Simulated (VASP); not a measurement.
Write the native input for VASP 6.6.1 that does the following.

| Item | Value |
| --- | --- |
| Task | single point |
| Functional | PBE |
| Potentials or basis | VASP PAW PBE potentials, release 64 (Ba_sv, Ti_sv, O_h) |
| Cutoff | 910 eV |
| k mesh | 6 × 6 × 6 |
| Occupations | gaussian, width 0.01 eV |
| Spin | no spin polarisation |
| Dipole correction | no |
| Second run | hard_potentials |
| Further INCAR settings | ALGO = Normal; EDIFF = 1e-06; NBANDS = 28 |

The structure of BaTiO3 lies in POSCAR:

```
BaTiO3
1.0
    3.9372021242      0.0000000000      0.0000000000
    0.0000000000      3.9372021242      0.0000000000
    0.0000000000      0.0000000000      3.9372021242
Ba Ti O
1 1 3
Direct
    0.5000000000      0.5000000000      0.5000000000
    0.0000000000      0.0000000000      0.0000000000
    0.5000000000      0.0000000000      0.0000000000
    0.0000000000      0.5000000000      0.0000000000
    0.0000000000      0.0000000000      0.5000000000
```

This cell differs from its parent crystal: volume changed by -6%.

The input as run:

INCAR

```
PREC     = Accurate       # precision mode
ENCUT    = 910            # plane-wave cutoff, eV
EDIFF    = 1E-6           # SCF threshold, eV
ISMEAR   = 0              # smearing method
SIGMA    = 0.01           # smearing width, eV
LREAL    = F              # projectors in reciprocal space
LASPH    = T              # aspherical terms in the spheres
NELM     = 120            # most SCF steps
ALGO     = Normal         # electronic algorithm
ISIF     = 2              # what is computed and relaxed
LWAVE    = F              # write WAVECAR
LCHARG   = F              # write CHGCAR
GGA      = PE             # functional
NBANDS   = 28             # bands
GGA_COMPAT= F
```

KPOINTS

```
regular mesh
0
Gamma
  6 6 6
```

Potentials or basis: VASP PAW PBE potentials, release 64 (Ba_sv, Ti_sv, O_h).

Run with:

```sh
$ cat potpaw_PBE.64/Ba_sv/POTCAR potpaw_PBE.64/Ti_sv/POTCAR potpaw_PBE.64/O_h/POTCAR > POTCAR
$ mpirun -np 1 vasp_std > vasp.out
```

Results of the run:

| Quantity | Value |
| --- | --- |
| Pressure | 13.4 GPa |
| Band gap on the k mesh | 1.85 eV, indirect (least direct gap 1.94 eV) |

Caveat: the cutoff is under 1.25 times the usual one of these potentials, so pressure, stress and relaxed cells hold a basis-set (Pulay) error; spin-orbit coupling is left out, which moves the levels of the heavy elements.

Run time: 50 s on 1 thread of Intel(R) Xeon(R) 6975P-C (Granite Rapids), on a shared host, peak memory 0.29 GiB.
